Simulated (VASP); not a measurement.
CuNi3N, 5 atoms in the cell. Symmetry: Pm-3m, No. 221, cubic system. The conventional cell has a = 3.702 Å, b = 3.702 Å, c = 3.702 Å, α = 90.00°, β = 90.00°, γ = 90.00°. Within 3.5 Å of Cu (site symmetry m-3m) lie 12 Ni at 2.62 Å and 8 N at 3.21 Å. Within 2.5 Å of Ni (site symmetry 4/mmm) lie 2 N at 1.85 Å. Within 2.5 Å of N (site symmetry m-3m) lie 6 Ni at 1.85 Å. 

* Program: VASP 6.6.1
* Task: single point
* Functional: PBEsol
* Potentials or basis: VASP PAW PBE potentials, release 64 (Cu, Ni, N)
* Cutoff: 520 eV
* k mesh: 7 × 7 × 7
* Occupations: gaussian, width 0.05 eV
* Spin: collinear spin, ferromagnetic start
* Starting moments: [0.0, 1.0, 1.0, 1.0, 0.0] μB
* Hubbard terms: Cu d U = 5.0 eV
* Dipole correction: no
* Further INCAR settings: ALGO = Normal; EDIFF = 1e-07; NBANDS = 35

Potentials or basis: VASP PAW PBE potentials, release 64 (Cu, Ni, N).

Run with:

```console
$ cat potpaw_PBE.64/Cu/POTCAR potpaw_PBE.64/Ni/POTCAR potpaw_PBE.64/N/POTCAR > POTCAR
$ mpirun -np 1 vasp_std > vasp.out
```

Hardware: 1 thread of Intel(R) Xeon(R) Platinum 8488C (Sapphire Rapids) (shared host).

**Question.** How long does it take, and how much memory?

**Answer.** Run time: 75 s on 1 thread of Intel(R) Xeon(R) Platinum 8488C (Sapphire Rapids), with other jobs on the host, peak memory 0.21 GiB. Counts: scf iterations 19, k points 20.
